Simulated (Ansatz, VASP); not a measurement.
## Ge2Pd: VASP beside Ansatz

```xyz
3
Lattice="2.8368 0.0000 0.0000 -1.4184 2.4567 0.0000 0.0000 0.0000 7.8693" Properties=species:S:1:pos:R:3 pbc="T T T"
Ge    0.0000    0.0000    2.4958
Ge    0.0000    0.0000    5.3735
Pd    0.0000    0.0000    0.0000
```

Alike in both runs: functional PBE; k mesh 18 × 18 × 6; occupations gaussian, width 0.1 eV; no spin polarisation.

Ansatz relaxed the structure, and its values are those at the end. VASP's run is a single point on that final structure, the one shown.

|  | VASP | Ansatz |
| --- | --- | --- |
| version | VASP 6.6.1 | Ansatz 0.2.0 |
| potentials or method | VASP PAW PBE potentials, release 64 (Ge_d, Pd), cutoff 520 eV | scalar-relativistic, plane waves, PAW |
| valence electrons in the cell | 38 | 46 |

Ansatz gave:

```
gap on the k mesh at the Fermi level (eV) : none
pressure (GPa)                            : 0.0
rms of the force components (eV/Å)        : 0.002
```

Problem. Estimate VASP's values.

Solution. gap on the k mesh at the Fermi level (eV): none; pressure (GPa): 0.1; rms of the force components (eV/Å): 0.007.

A gap of «none» marks a metal or a gap that the smearing closes. VASP's potentials hold 38 valence electrons a cell and Ansatz's 46, so a difference there can come from the potentials and not from the codes.
